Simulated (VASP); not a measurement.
Runs of VASP 6.6.1 on GeCl2. The structure is that of space group Fd-3m (No. 227), or close to it. The cells are those of the table. The cell was generated, and may not be a known phase.

| task | level | cell | k mesh | cutoff (eV) | smearing | gap on the mesh (eV) | pressure (GPa) |
| --- | --- | --- | --- | --- | --- | --- | --- |
| relaxation of cell and atoms | PBE | relaxed from a = 5.921 Å, angles 60.0°, 6 atoms | 4 × 4 × 4 | 600 | gaussian 0.1 eV | 0.58 | 0.0 |
| single point | PBE | a = 5.921 Å, angles 60.0°, 6 atoms | 4 × 4 × 4 | 520 | gaussian 0.1 eV | none | (b) |
| single point | PBE | a = 8.182 Å, angles 60.0°, 6 atoms | 4 × 4 × 4 | 520 | gaussian 0.1 eV | 0.53 | 0.2 |
| single point | r2SCAN | a = 8.225 Å, angles 60.0°, 6 atoms | 6 × 6 × 6 | 520 | gaussian 0.02 eV | (a) | -0.3 |

Alike in all rows: potentials or basis VASP PAW PBE potentials, release 64 (Ge_d, Cl); no spin polarisation.

**Question.** Estimate the missing entries.

**Answer.** (a) 0.69; (b) 83.9.

Caveats: the cell stands under pressure (at least some runs); the PAW data sets were made with another functional, which shifts forces and pressure a little (at least some runs).

A k mesh can miss the band edges, and the runs leave out spin-orbit coupling on Ge.

A gap of «none» marks levels without a gap at the run's occupations.
